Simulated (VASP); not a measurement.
# Sn (C2/c) in VASP: a series of runs, part 2 of 2

VASP 6.6.1. The steps go on from the part before.

**3. Single point, LDA**

Input file INCAR:

```
SYSTEM = Sn
PREC     = Accurate       ! precision mode
ENCUT    = 520            ! plane-wave cutoff, eV
EDIFF    = 1E-6           ! SCF threshold, eV
ISMEAR   = -1             ! smearing method
SIGMA    = 0.1            ! smearing width, eV
LREAL    = .FALSE.        ! projectors in reciprocal space
LASPH    = .TRUE.         ! aspherical terms in the spheres
NELM     = 80             ! most SCF steps
ALGO     = Normal         ! electronic algorithm
ISIF     = 2              ! what is computed and relaxed
LWAVE    = .FALSE.        ! write WAVECAR
LCHARG   = .FALSE.        ! write CHGCAR
GGA      = CA             ! functional
NBANDS   = 21             ! bands
```

Input file KPOINTS:

```
Automatic mesh
0
G
  11 11 8
  0 0 0
```

Input file POSCAR:

```
Sn
1.0
   -2.8994216605      2.9008009606      1.5581694818
    2.9008009606     -2.8994216605      1.5581694818
    2.8985835788      2.8985835788     -1.5556411493
Sn
2
Direct
    0.0000164062      0.9999835938      0.0000000000
    0.7499835938      0.2500164062      0.5000000000
```

Potentials or basis: VASP PAW LDA potentials, release 64 (Sn_d).

Run with:

```sh
> cat potpaw_LDA.64/Sn_d/POTCAR > POTCAR
> mpirun -np 1 vasp_std > vasp.out
```

OUTCAR:

```text
SYSTEM = Sn
   PREC = Accurate
   ENCUT = 520
   EDIFF = 1E-6
   ISMEAR = -1
   LREAL = .FALSE.
   LASPH = .TRUE.
   NELM = 80
   ISIF = 2
   GGA = CA

 ion  position               nearest neighbor table
   1  0.000  1.000  0.000-   2 3.00   2 3.00   2 3.00   2 3.00   2 3.72   2 3.72   2 3.73   2 3.73

   2  0.750  0.250  0.500-   1 3.00   1 3.00   1 3.00   1 3.00   1 3.72   1 3.72   1 3.73   1 3.73

  LATTYP: Found a base centered monoclinic cell.
 ALAT       =     3.1163395741
 B/A-ratio  =     2.6321757628
 C/A-ratio  =     1.4069300504
 COS(beta)  =    -0.3542216887

  Lattice vectors:

 A1 = (  -2.8994216605,   2.9008009606,   1.5581694818)
 A2 = (   2.9008009606,  -2.8994216605,   1.5581694818)
 A3 = (   2.8985835788,   2.8985835788,  -1.5556411493)

Analysis of symmetry for initial positions (statically):
=====================================================================
 Subroutine PRICEL returns:
 Original cell was already a primitive cell.

[... 165 lines left out ...]
  ext. energy  EPLUGINS =         0.00000000
  ---------------------------------------------------
  free energy    TOTEN  =        -9.00018755 eV

  energy without entropy =       -8.97255953  energy(sigma->0) =       -8.98637354

 E-fermi :   8.1109     XC(G=0): -10.7122

 val. band max:        8.1093786188   @ k =   0.4545   0.2727   0.1250
 cond. band min:       8.1232107797   @ k =   0.0909   0.0909   0.5000
 fundamental gap:      0.0138321609
 Fermi energy:         8.1109402731

 k-point     1 :       0.0000    0.0000    0.0000
  band No.  band energies     occupation
      1     -13.4602      2.00000
      2     -13.3804      2.00000
      3     -13.3223      2.00000
      4     -13.3220      2.00000
      5     -13.1330      2.00000
      6     -13.1328      2.00000
[... 565 lines left out ...]
     20      18.7258      0.00000
     21      18.9383      0.00000

 [... further k-points ...]

------------------------ aborting loop because EDIFF is reached ----------------------------------------

  FORCE on cell =-STRESS in cart. coord.  units (eV):
  Direction    XX          YY          ZZ          XY          YZ          ZX
  --------------------------------------------------------------------------------------
  -------------------------------------------------------------------------------------
  Total        0.0111292      0.0111292      0.0079082      0.0002000      0.0012742      0.0012742
  in kB        0.3402494      0.3402494      0.2417729      0.0061140      0.0389568      0.0389566
  external PRESSURE =       0.3074239 kB  Pullay stress =       0.0000000 kB

 VOLUME and BASIS-vectors are now :
 -----------------------------------------------------------------------------
  energy-cutoff  :      520.00
  volume of cell :       52.41
      direct lattice vectors                 reciprocal lattice vectors
    -2.899421660  2.900800961  1.558169482    -0.000114965  0.172292210  0.320813149
     2.900800961 -2.899421660  1.558169482     0.172292210 -0.000114965  0.320813149
     2.898583579  2.898583579 -1.555641149     0.172457079  0.172457079 -0.000152660

 POSITION                                       TOTAL-FORCE (eV/Angst)
 -----------------------------------------------------------------------------------
      2.90071     -2.89933      1.55817         0.000123     -0.000123      0.000000
      0.00002      2.89994      0.78035        -0.000123      0.000123     -0.000000
 -----------------------------------------------------------------------------------
    total drift:                               -0.000000     -0.000000     -0.000000

  FREE ENERGIE OF THE ION-ELECTRON SYSTEM (eV)
  ---------------------------------------------------
  free  energy   TOTEN  =        -9.0001875526 eV

  energy  without entropy=       -8.9725595252  energy(sigma->0) =       -8.98637354
```

OSZICAR:

```text
N       E                     dE             d eps       ncg     rms          rms(c)
DAV:   1     0.223032643948E+03    0.22303E+03   -0.14362E+04 11540   0.211E+03
DAV:   2     0.144574419084E+02   -0.20858E+03   -0.20428E+03 11420   0.456E+02
DAV:   3    -0.828629922797E+01   -0.22744E+02   -0.22556E+02 13114   0.136E+02
DAV:   4    -0.901376327171E+01   -0.72746E+00   -0.72694E+00 12945   0.269E+01
DAV:   5    -0.904314355518E+01   -0.29380E-01   -0.29379E-01 16064   0.510E+00    0.259E+00
DAV:   6    -0.901266959603E+01    0.30474E-01   -0.34940E-02 15480   0.263E+00    0.141E+00
DAV:   7    -0.900073147724E+01    0.11938E-01   -0.18176E-02 15515   0.187E+00    0.159E-01
DAV:   8    -0.900018164917E+01    0.54983E-03   -0.19521E-03 14724   0.628E-01    0.333E-02
DAV:   9    -0.900018718173E+01   -0.55326E-05   -0.50548E-05 15153   0.607E-02    0.137E-02
DAV:  10    -0.900018755263E+01   -0.37090E-06   -0.39014E-06 12883   0.244E-02
   1 F= -.90001876E+01 E0= -.89863735E+01  d E =-.276280E-01
```

Wall time 93 s (1 thread of Intel Xeon 6975P-C (Granite Rapids), shared host); peak memory 0.34 GiB.

What came out:

| Item | Value |
| --- | --- |
| Free energy | -9.0002 eV |
| Pressure | 0.0 GPa |
| Band gap on the k mesh | zero (band 14 reaches 9.56 eV, above the bottom of band 15 at 5.75 eV) |

Levels at points of the mesh, in eV from the Fermi level:
```tsv
k point	band 12	band 13	band 14	band 15	band 16	band 17
(0.00, 0.00, 0.00)	-3.74	-2.09	-2.09	3.00	6.25	6.25
(0.00, 0.00, 0.50)	-9.10	0.55	0.55	1.55	1.55	6.37
```

Caveat: spin-orbit coupling is left out, which moves the levels of the heavy elements.

**4. Single point, LDA**

Input file INCAR:

```
PREC     = Accurate       # precision mode
ENCUT    = 520            # plane-wave cutoff, eV
EDIFF    = 1E-6           # SCF threshold, eV
ISMEAR   = -1             # smearing method
SIGMA    = 0.01           # smearing width, eV
LREAL    = False          # projectors in reciprocal space
LASPH    = True           # aspherical terms in the spheres
NELM     = 60             # most SCF steps
ALGO     = Normal         # electronic algorithm
ISIF     = 2              # what is computed and relaxed
LWAVE    = False          # write WAVECAR
LCHARG   = False          # write CHGCAR
NBANDS   = 21             # bands
```

Input file KPOINTS:

```
regular mesh
0
Gamma
  11 11 8
```

POSCAR is that of step 3.

Run with:

```sh
> cat potpaw_LDA.64/Sn_d/POTCAR > POTCAR
> mpirun -np 1 vasp_std > vasp.out
```

It took 91 s on 1 thread of Intel Xeon 6975P-C (Granite Rapids), shared host; peak memory 0.34 GiB.

The run converged. Its results:

- Free energy: -8.9873 eV
- Pressure: 0.0 GPa
- Largest force: 0.005 eV/Å
- Band gap on the k mesh: zero (band 14 reaches 9.56 eV, above the bottom of band 15 at 5.75 eV)

Forces in eV/Å, atoms in the order of the input:
```
Sn  -0.003  0.003  0.000
Sn   0.003 -0.003  0.000
```

Stress tensor (GPa, compression positive):
```
 0.06  0.09 -0.09
 0.09  0.06 -0.09
-0.09 -0.09 -0.08
```

Levels at points of the mesh, in eV from the Fermi level:
| k point | band 10 | band 11 | band 12 | band 13 | band 14 | band 15 | band 16 | band 17 | band 18 | band 19 |
| --- | --- | --- | --- | --- | --- | --- | --- | --- | --- | --- |
| (0.00, 0.00, 0.00) | -21.05 | -11.41 | -3.76 | -2.11 | -2.11 | 2.99 | 6.23 | 6.23 | 7.24 | 7.33 |
| (0.00, 0.00, 0.50) | -21.18 | -9.12 | -9.12 | 0.53 | 0.53 | 1.53 | 1.53 | 6.35 | 6.35 | 10.06 |

Caveat: spin-orbit coupling is left out, which moves the levels of the heavy elements.

**5. Single point, LDA**

Input file INCAR:

```
PREC     = Accurate       # precision mode
ENCUT    = 520            # plane-wave cutoff, eV
EDIFF    = 1E-6           # SCF threshold, eV
ISMEAR   = -1             # smearing method
SIGMA    = 0.03           # smearing width, eV
LREAL    = F              # projectors in reciprocal space
LASPH    = T              # aspherical terms in the spheres
NELM     = 80             # most SCF steps
ALGO     = Normal         # electronic algorithm
ISIF     = 2              # what is computed and relaxed
LWAVE    = F              # write WAVECAR
LCHARG   = F              # write CHGCAR
GGA      = CA             # functional
NBANDS   = 21             # bands
```

KPOINTS is that of step 4.

POSCAR is that of step 4.

Potentials or basis: VASP PAW LDA potentials, release 64 (Sn_d).

Run with:

```sh
> cat potpaw_LDA.64/Sn_d/POTCAR > POTCAR
> mpirun -np 1 vasp_std > vasp.out
```

OUTCAR:

```text
PREC = Accurate
   ENCUT = 520
   EDIFF = 1E-6
   ISMEAR = -1
   LREAL = F
   LASPH = T
   NELM = 80
   ISIF = 2
   GGA = CA

 ion  position               nearest neighbor table
   1  0.000  1.000  0.000-   2 3.00   2 3.00   2 3.00   2 3.00   2 3.72   2 3.72   2 3.73   2 3.73

   2  0.750  0.250  0.500-   1 3.00   1 3.00   1 3.00   1 3.00   1 3.72   1 3.72   1 3.73   1 3.73

  LATTYP: Found a base centered monoclinic cell.
 ALAT       =     3.1163395741
 B/A-ratio  =     2.6321757628
 C/A-ratio  =     1.4069300504
 COS(beta)  =    -0.3542216887

  Lattice vectors:

 A1 = (  -2.8994216605,   2.9008009606,   1.5581694818)
 A2 = (   2.9008009606,  -2.8994216605,   1.5581694818)
 A3 = (   2.8985835788,   2.8985835788,  -1.5556411493)

Analysis of symmetry for initial positions (statically):
=====================================================================
 Subroutine PRICEL returns:
 Original cell was already a primitive cell.

 Routine SETGRP: Setting up the symmetry group for a
 base centered monoclinic supercell.

 Subroutine GETGRP returns: Found  4 space group operations
 (whereof  2 operations were pure point group operations)
 out of a pool of  4 trial point group operations.

The static configuration has the point symmetry C_2 .
 The point group associated with its full space group is C_2h.

Analysis of symmetry for dynamics (positions and initial velocities):
=====================================================================
 Subroutine PRICEL returns:
 Original cell was already a primitive cell.

 Routine SETGRP: Setting up the symmetry group for a
 base centered monoclinic supercell.

 Subroutine GETGRP returns: Found  4 space group operations
 (whereof  2 operations were pure point group operations)
 out of a pool of  4 trial point group operations.

The dynamic configuration has the point symmetry C_2 .
 The point group associated with its full space group is C_2h.

 Subroutine INISYM returns: Found  4 space group operations
 (whereof  2 operations are pure point group operations),
 and found     1 'primitive' translations

----------------------------------------------------------------------------------------

                                     Primitive cell

  volume of cell :      52.4057

  direct lattice vectors                    reciprocal lattice vectors
    -2.899421660  2.900800961  1.558169482    -0.000114965  0.172292210  0.320813149
     2.900800961 -2.899421660  1.558169482     0.172292210 -0.000114965  0.320813149
     2.898583579  2.898583579 -1.555641149     0.172457079  0.172457079 -0.000152660

  length of vectors
     4.387389236  4.387389236  4.384471794     0.364150649  0.364150649  0.243891188

  position of ions in fractional coordinates (direct lattice)
     0.000016406  0.999983594  1.000000000
     0.749983594  0.250016406  0.500000000

  ion indices of the primitive-cell ions
   primitive index   ion index
                 1           1
                 2           2

----------------------------------------------------------------------------------------

 KPOINTS: regular mesh

Automatic generation of k-mesh.
 Grid dimensions read from file:
 generate k-points for:   11   11    8

 Generating k-lattice:

  Cartesian coordinates                     Fractional coordinates (reciprocal lattice)
    -0.000010451  0.015662928  0.029164832     0.090909091 -0.000000000  0.000000000
     0.015662928 -0.000010451  0.029164832    -0.000000000  0.090909091  0.000000000
     0.021557135  0.021557135 -0.000019082    -0.000000000 -0.000000000  0.125000000

  Length of vectors
     0.033104604  0.033104604  0.030486399

  Shift w.r.t. Gamma in fractional coordinates (k-lattice)
     0.000000000  0.000000000  0.000000000

 Subroutine IBZKPT returns following result:
 ===========================================

 Found    270 irreducible k-points:

 Following reciprocal coordinates:
            Coordinates               Weight
  0.000000  0.000000  0.000000      1.000000
  0.090909  0.000000 -0.000000      4.000000
  0.181818  0.000000  0.000000      4.000000
  0.272727  0.000000  0.000000      4.000000
  0.363636  0.000000 -0.000000      4.000000
  0.454545 -0.000000  0.000000      4.000000
[... 16 lines left out ...]
 -0.272727  0.181818  0.000000      4.000000
 -0.181818  0.181818  0.000000      2.000000
 [... further k-points ...]
   k-points           NKPTS =    270   k-points in BZ     NKDIM =    270   number of bands    NBANDS=     21
   number of dos      NEDOS =    301   number of ions     NIONS =      2
   total plane-waves  NPLWV =  46656
   dimension x,y,z NGX =    36 NGY =   36 NGZ =   36
   dimension x,y,z NGXF=    72 NGYF=   72 NGZF=   72
   ions per type =               2
   NGX,Y,Z   is equivalent  to a cutoff of  13.64, 13.64, 13.65 a.u.
   NGXF,Y,Z  is equivalent  to a cutoff of  27.28, 27.28, 27.30 a.u.
 SYSTEM =  unknown system
   PREC   = accura    normal or accurate (medium, high low for compatibility)
   ISTART =      0    job   : 0-new  1-cont  2-samecut
   ICHARG =      2    charge: 1-file 2-atom 10-const
   ISPIN  =      1    spin polarized calculation?
   LNONCOLLINEAR =      F non collinear calculations
   LSORBIT =      F    spin-orbit coupling
   LASPH  =      T    aspherical Exc in radial PAW
   ENCUT  =  520.0 eV  38.22 Ry    6.18 a.u.   8.16  8.16  8.15*2*pi/ulx,y,z
   NELM   =     80;   NELMIN=  2; NELMDL= -5     # of ELM steps
   EDIFF  = 0.1E-05   stopping-criterion for ELM
   LREAL  =      F    real-space projection
   EDIFFG = 0.1E-04   stopping-criterion for IOM
   NSW    =      0    number of steps for IOM
   IBRION =     -1    ionic relax: 0-MD 1-quasi-New 2-CG
   NFREE  =      0    steps in history (QN), initial steepest desc. (CG)
   ISIF   =      2    stress and relaxation
   ISYM   =      2    0-nonsym 1-usesym 2-fastsym
   POTIM  = 0.5000    time-step for ionic-motion
   TEBEG  =    0.0;   TEEND  =   0.0 temperature during run
   PSTRESS=    0.0 pullay stress
   NELECT =      28.0000    total number of electrons
   NUPDOWN=      -1.0000    fix difference up-down
   EMIN   =  10.00;   EMAX   =-10.00  energy-range for DOS
   EFERMI =   0.00;   METHOD = LEGACY
   ISMEAR =    -1;   SIGMA  =   0.03  broadening in eV -4-tet -1-fermi 0-gaus
   EFERMI_NEDOS =   21; number of points for ismear=-14 and -15
   IALGO  =     38    algorithm
   IMIX   =      4    mixing-type and parameters
     AMIX     =   0.40;   BMIX     =  1.00
     AMIX_MAG =   1.60;   BMIX_MAG =  1.00
  volume/ion in A,a.u.               =      26.20       176.83
  Fermi-wavevector in a.u.,A,eV,Ry     =   1.328418  2.510346 24.010122  1.764694
  Thomas-Fermi vector in A             =   2.457657
   LORBIT       =      0    0 simple, 1 ext, 2 COOP (PROOUT), +10 PAW based schemes
   GGA     = CA    functional components
   LHFCALC =     F    Hartree Fock is set to
   AEXX    =    0.0000 exact exchange contribution
   IVDW    =     0    specifies the selected vdW correction
   LEPSILON=     F    determine dielectric tensor
   LRPA    =     F    only Hartree local field effects (RPA)
 non-spin polarized calculation
  energy-cutoff  :      520.00
  volume of cell :       52.41
 maximum number of plane-waves:      1425
 NGX is ok and might be reduce to    36
   NGX = 17   NGY = 17   NGZ = 17

 number of electron      28.0000007 magnetization

 Free energy of the ion-electron system (eV)
  ---------------------------------------------------
  ext. energy  EPLUGINS =         0.00000000
  ---------------------------------------------------
  free energy    TOTEN  =        -8.98826593 eV

  energy without entropy =       -8.98612188  energy(sigma->0) =       -8.98719390

 E-fermi :   8.1199     XC(G=0): -10.7121

 val. band max:        8.1094886497   @ k =   0.4545   0.2727   0.1250
 cond. band min:       8.1236271800   @ k =   0.0909   0.0909   0.5000
 fundamental gap:      0.0141385304
 Fermi energy:         8.1198897532

 k-point     1 :       0.0000    0.0000    0.0000
  band No.  band energies     occupation
      1     -13.4595      2.00000
      2     -13.3800      2.00000
      3     -13.3217      2.00000
      4     -13.3216      2.00000
      5     -13.1325      2.00000
      6     -13.1325      2.00000
[... 13 lines left out ...]
     20      18.1179      0.00000
     21      18.8432      0.00000
[... 529 lines left out ...]
 k-point    24 :      -0.1818    0.1818    0.0000
  band No.  band energies     occupation
      1     -13.4293      2.00000
      2     -13.3836      2.00000
      3     -13.3368      2.00000
      4     -13.2965      2.00000
      5     -13.1475      2.00000
      6     -13.1199      2.00000
[... 13 lines left out ...]
     20      18.7259      0.00000
     21      18.9384      0.00000

 [... further k-points ...]
[... 5 lines left out ...]
  --------------------------------------------------------------------------------------
  -------------------------------------------------------------------------------------
  Total        0.0224641      0.0224641     -0.0256842      0.0102173     -0.0201113     -0.0201114
  in kB        0.6867865      0.6867865     -0.7852327      0.3123706     -0.6148550     -0.6148564
  external PRESSURE =       0.1961134 kB  Pullay stress =       0.0000000 kB

 VOLUME and BASIS-vectors are now :
 -----------------------------------------------------------------------------
  energy-cutoff  :      520.00
  volume of cell :       52.41
      direct lattice vectors                 reciprocal lattice vectors
    -2.899421660  2.900800961  1.558169482    -0.000114965  0.172292210  0.320813149
     2.900800961 -2.899421660  1.558169482     0.172292210 -0.000114965  0.320813149
     2.898583579  2.898583579 -1.555641149     0.172457079  0.172457079 -0.000152660

 POSITION                                       TOTAL-FORCE (eV/Angst)
 -----------------------------------------------------------------------------------
      2.90071     -2.89933      1.55817        -0.002939      0.002939     -0.000000
      0.00002      2.89994      0.78035         0.002939     -0.002939      0.000000
 -----------------------------------------------------------------------------------
    total drift:                               -0.000000     -0.000000     -0.000000

  FREE ENERGIE OF THE ION-ELECTRON SYSTEM (eV)
  ---------------------------------------------------
  free  energy   TOTEN  =        -8.9882659287 eV

  energy  without entropy=       -8.9861218787  energy(sigma->0) =       -8.98719390
```

It took 95 s on 1 thread of Intel Xeon 6975P-C (Granite Rapids), shared host; peak memory 0.35 GiB.

Results:

* Free energy: -8.9883 eV
* Pressure: 0.0 GPa
* Largest force: 0.004 eV/Å
* Band gap on the k mesh: zero (band 14 reaches 9.56 eV, above the bottom of band 15 at 5.75 eV)

Forces in eV/Å, atoms in the order of the input:
```
Sn  -0.003  0.003  0.000
Sn   0.003 -0.003  0.000
```

Levels at points of the mesh, in eV from the Fermi level:
```csv
k point,band 11,band 12,band 13,band 14,band 15,band 16,band 17,band 18
"(0.00, 0.00, 0.00)",-11.40,-3.75,-2.10,-2.10,3.00,6.24,6.24,7.25
"(0.00, 0.00, 0.50)",-9.11,-9.11,0.54,0.54,1.54,1.54,6.36,6.36
```

Caveat: spin-orbit coupling is left out, which moves the levels of the heavy elements.

**6. Summary**

```csv
k mesh,smearing,gap on the mesh (eV),pressure (GPa)
12 × 12 × 8,fermi-dirac 0.1 eV,none,-0.1
11 × 11 × 8,fermi-dirac 0.1 eV,none,0.0
11 × 11 × 8,fermi-dirac 0.01 eV,none,0.0
11 × 11 × 8,fermi-dirac 0.03 eV,none,0.0
```

Alike in all rows: task single point; level LDA; potentials or basis VASP PAW LDA potentials, release 64 (Sn_d); no spin polarisation; cell as given; cutoff (eV) 520.

Every run on the cell as given and a fine mesh finds a metal.

Caveats: spin-orbit coupling is left out, which moves the levels of the heavy elements.

Absolute energies hang on the potentials; compare differences alone.
